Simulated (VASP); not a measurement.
# C (P1) in VASP: single point with LDA

Aim: the single point of C with LDA.

All numbers are computed with VASP 6.6.1; they aren't measurements. Logs are shortened: lines on timing, memory, paths and dates and some standing lists are left out, and cuts for length are marked.

### Step 1. The cell of the first run

The typed cell holds 16 atoms: a = 5.132 Å, b = 5.132 Å, c = 5.132 Å, α = 60.00°, β = 60.00°, γ = 60.00°.

### Step 2. Single point, LDA

Input file INCAR:

```
PREC     = Accurate       # precision mode
ENCUT    = 520            # plane-wave cutoff, eV
EDIFF    = 1E-6           # SCF threshold, eV
ISMEAR   = -1             # smearing method
SIGMA    = 0.36           # smearing width, eV
LREAL    = F              # projectors in reciprocal space
LASPH    = T              # aspherical terms in the spheres
NELM     = 120            # most SCF steps
ALGO     = Normal         # electronic algorithm
ISIF     = 2              # what is computed and relaxed
LWAVE    = F              # write WAVECAR
LCHARG   = T              # write CHGCAR
LELF     = T              # ELF
LVHAR    = T            
NBANDS   = 46             # bands
GGA_COMPAT= F
```

Input file KPOINTS:

```
Automatic mesh
0
Gamma
  3 3 3
```

Input file POSCAR:

```
C
1.0
    0.0000000000      3.6285350000      3.6285350000
    3.6285350000      0.0000000000      3.6285350000
    3.6285350000      3.6285350000      0.0000000000
C
16
Direct
   -0.1762557065     -0.0237974830      0.1706336028
   -0.0203112275      0.1020246463      0.2705775196
   -0.1286469608     -0.0305632990      0.6513372477
   -0.0022874245      0.0604651740      0.7624289141
   -0.1788049447      0.4757016261      0.1485723577
   -0.0085433929      0.5829074268      0.3049440063
   -0.1386234389      0.4728905743      0.6465970426
   -0.0067382566      0.5675155400      0.7830295147
    0.3656158753     -0.0525969847      0.1308654870
    0.4740756256      0.0999852558      0.2829241002
    0.3442987321     -0.0313625196      0.6386875144
    0.5189284381      0.0622151915      0.7741829692
    0.3366923566      0.4460753445      0.1710056538
    0.4513667362      0.6042383496      0.2965935288
    0.3933267834      0.4537643980      0.6473411446
    0.5031782799      0.6200298468      0.7780550553
```

Potentials or basis: VASP PAW LDA potentials, release 64 (C).

Launch:

```console
> cat potpaw_LDA.64/C/POTCAR > POTCAR
> mpirun -np 1 vasp_std > vasp.out
```

OUTCAR:

```text
PREC = Accurate
   ENCUT = 520
   EDIFF = 1E-6
   ISMEAR = -1
   LREAL = F
   LASPH = T
   NELM = 120
   ISIF = 2

 ion  position               nearest neighbor table
   1  0.824  0.976  0.171-  10 1.47   2 1.61   6 1.66   4 1.73
   2  0.980  0.102  0.271-   5 1.57   3 1.60   1 1.61   9 1.63
   3  0.871  0.969  0.651-   4 1.38  12 1.48   2 1.60   8 1.69
   4  0.998  0.060  0.762-   3 1.38  11 1.46   1 1.73   7 1.73
   5  0.821  0.476  0.149-   8 1.55  14 1.56   2 1.57   6 1.83
   6  0.991  0.583  0.305-   7 1.43  13 1.46   1 1.66   5 1.83
[... 8 lines left out ...]
  15  0.393  0.454  0.647-  14 1.49  12 1.64   8 1.68  16 1.71
  16  0.503  0.620  0.778-  11 1.49   7 1.51  13 1.68  15 1.71

  LATTYP: Found a face centered cubic cell.
 ALAT       =     7.2570700000

  Lattice vectors:

 A1 = (   0.0000000000,   3.6285350000,   3.6285350000)
 A2 = (   3.6285350000,   0.0000000000,   3.6285350000)
 A3 = (   3.6285350000,   3.6285350000,   0.0000000000)

Analysis of symmetry for initial positions (statically):
=====================================================================
 Subroutine PRICEL returns:
 Original cell was already a primitive cell.

 Routine SETGRP: Setting up the symmetry group for a
 face centered cubic supercell.

 Subroutine GETGRP returns: Found  1 space group operations
 (whereof  1 operations were pure point group operations)
 out of a pool of 48 trial point group operations.

The static configuration has the point symmetry C_1 .

Analysis of symmetry for dynamics (positions and initial velocities):
=====================================================================
 Subroutine PRICEL returns:
 Original cell was already a primitive cell.

 Routine SETGRP: Setting up the symmetry group for a
 face centered cubic supercell.

 Subroutine GETGRP returns: Found  1 space group operations
 (whereof  1 operations were pure point group operations)
 out of a pool of 48 trial point group operations.

The dynamic configuration has the point symmetry C_1 .

 Subroutine INISYM returns: Found  1 space group operations
 (whereof  1 operations are pure point group operations),
 and found     1 'primitive' translations

----------------------------------------------------------------------------------------
[... 111 lines left out ...]
   LREAL  =      F    real-space projection
   EDIFFG = 0.1E-04   stopping-criterion for IOM
   NSW    =      0    number of steps for IOM
   IBRION =     -1    ionic relax: 0-MD 1-quasi-New 2-CG
   NFREE  =      0    steps in history (QN), initial steepest desc. (CG)
   ISIF   =      2    stress and relaxation
   ISYM   =      2    0-nonsym 1-usesym 2-fastsym
   POTIM  = 0.5000    time-step for ionic-motion
   TEBEG  =    0.0;   TEEND  =   0.0 temperature during run
   PSTRESS=    0.0 pullay stress
   NELECT =      64.0000    total number of electrons
   NUPDOWN=      -1.0000    fix difference up-down
   EMIN   =  10.00;   EMAX   =-10.00  energy-range for DOS
   EFERMI =   0.00;   METHOD = LEGACY
   ISMEAR =    -1;   SIGMA  =   0.36  broadening in eV -4-tet -1-fermi 0-gaus
   EFERMI_NEDOS =   21; number of points for ismear=-14 and -15
   IALGO  =     38    algorithm
   IMIX   =      4    mixing-type and parameters
     AMIX     =   0.40;   BMIX     =  1.00
     AMIX_MAG =   1.60;   BMIX_MAG =  1.00
  volume/ion in A,a.u.               =       5.97        40.30
  Fermi-wavevector in a.u.,A,eV,Ry     =   1.432386  2.706818 27.915490  2.051731
  Thomas-Fermi vector in A             =   2.552019
   LORBIT       =      0    0 simple, 1 ext, 2 COOP (PROOUT), +10 PAW based schemes
   GGA     = CA    functional components
   LHFCALC =     F    Hartree Fock is set to
   AEXX    =    0.0000 exact exchange contribution
   IVDW    =     0    specifies the selected vdW correction
   LEPSILON=     F    determine dielectric tensor
   LRPA    =     F    only Hartree local field effects (RPA)
 non-spin polarized calculation
  energy-cutoff  :      520.00
  volume of cell :       95.55
 maximum number of plane-waves:      2637
 NGX is ok and might be reduce to    40
   NGX = 19   NGY = 19   NGZ = 19

 number of electron      63.9999999 magnetization

 Free energy of the ion-electron system (eV)
  ---------------------------------------------------
  ext. energy  EPLUGINS =         0.00000000
  ---------------------------------------------------
  free energy    TOTEN  =      -155.53594419 eV

  energy without entropy =     -155.45810474  energy(sigma->0) =     -155.49702446

 E-fermi :  10.8662     XC(G=0): -13.2521

 val. band max:       10.4392099466   @ k =   0.0000   0.0000   0.0000
 cond. band min:      11.8764119991   @ k =   0.0000   0.0000   0.0000
 fundamental gap:      1.4372020525
 Fermi energy:        10.8662314785

 k-point     1 :       0.0000    0.0000    0.0000
  band No.  band energies     occupation
      1     -11.8405      2.00000
      2      -6.8240      2.00000
      3      -6.6579      2.00000
      4      -6.4676      2.00000
      5      -5.8454      2.00000
      6      -4.8868      2.00000
[... 647 lines left out ...]
     43      17.7362      0.00000
     44      18.1223      0.00000
 [bands above 44 left out]

------------------------ aborting loop because EDIFF is reached ----------------------------------------

  FORCE on cell =-STRESS in cart. coord.  units (eV):
  Direction    XX          YY          ZZ          XY          YZ          ZX
  --------------------------------------------------------------------------------------
  -------------------------------------------------------------------------------------
  Total      -11.8564810    -10.6068083    -10.8070561      1.8112419      1.1589367      1.3009809
  in kB     -198.8119329   -177.8571614   -181.2149590     30.3712792     19.4332915     21.8151182
  external PRESSURE =    -185.9613511 kB  Pullay stress =       0.0000000 kB

 VOLUME and BASIS-vectors are now :
 -----------------------------------------------------------------------------
  energy-cutoff  :      520.00
  volume of cell :       95.55
      direct lattice vectors                 reciprocal lattice vectors
     0.000000000  3.628535000  3.628535000    -0.137796659  0.137796659  0.137796659
     3.628535000  0.000000000  3.628535000     0.137796659 -0.137796659  0.137796659
     3.628535000  3.628535000  0.000000000     0.137796659  0.137796659 -0.137796659

 POSITION                                       TOTAL-FORCE (eV/Angst)
 -----------------------------------------------------------------------------------
      4.16133      3.60813      6.53117        -3.801661      3.525821      3.117248
      1.35200      4.53664      3.92504        -0.558980     -1.386493     -1.254590
      5.88103      5.52514      6.67937        -5.504148     -1.996585     -3.350641
      2.98590      6.38673      3.83964         7.899894      1.225561      1.574191
      2.26520      3.51883      4.70583        -0.777393      4.339162      2.049111
      3.22160      4.70403      5.71263        -0.781791     -6.952441     -1.183749
[... 8 lines left out ...]
      3.99540      3.77610      3.07370         2.932679     -0.935483     -2.930334
      5.07300      4.64900      4.07560        -4.177988     -1.823506     -6.489078
 -----------------------------------------------------------------------------------
    total drift:                                0.000094      0.000134     -0.000139

  FREE ENERGIE OF THE ION-ELECTRON SYSTEM (eV)
  ---------------------------------------------------
  free  energy   TOTEN  =      -155.5359441902 eV

  energy  without entropy=     -155.4581047365  energy(sigma->0) =     -155.49702446
```

Run time: 39 s. Hardware: 1 thread of AMD EPYC 9R45 (Zen 5), shared host; peak memory 0.17 GiB.

What came out:

```
Free energy            : -155.5359 eV
Pressure               : -18.6 GPa
Largest force          : 8.148 eV/Å
Band gap on the k mesh : 1.44 eV
```

Forces on the atoms (eV/Å):
```
C   -3.802  3.526  3.117
C   -0.559 -1.386 -1.255
C   -5.504 -1.997 -3.351
C    7.900  1.226  1.574
C   -0.777  4.339  2.049
C   -0.782 -6.952 -1.184
C    0.379  2.777 -0.904
C    1.452  0.437  2.001
C    5.319 -0.384  0.871
C   -2.963 -0.962 -2.197
C    0.427  4.301  2.305
C    3.086 -4.016  0.462
C    2.147 -0.296  5.630
C   -5.077  2.147  0.299
C    2.933 -0.935 -2.930
C   -4.178 -1.824 -6.489
```

Stress tensor (GPa, compression positive):
```
-19.88   3.04   2.18
  3.04 -17.79   1.94
  2.18   1.94 -18.12
```

Levels at points of the mesh, in eV from the valence-band top:
```
           k point  band 28  band 29  band 30  band 31  band 32  band 33  band 34  band 35  band 36  band 37
(0.00, 0.00, 0.00)    -3.35    -2.68    -1.91    -1.09     0.00     1.44     1.68     2.05     2.44     2.98
```

Caveat: the k points lie up to 0.50 Å⁻¹ apart; an odd mesh through Γ misses points on the zone boundary, where band edges can lie; forces of over 1 eV/Å act on the atoms, so gaps and moduli don't describe the material at rest.
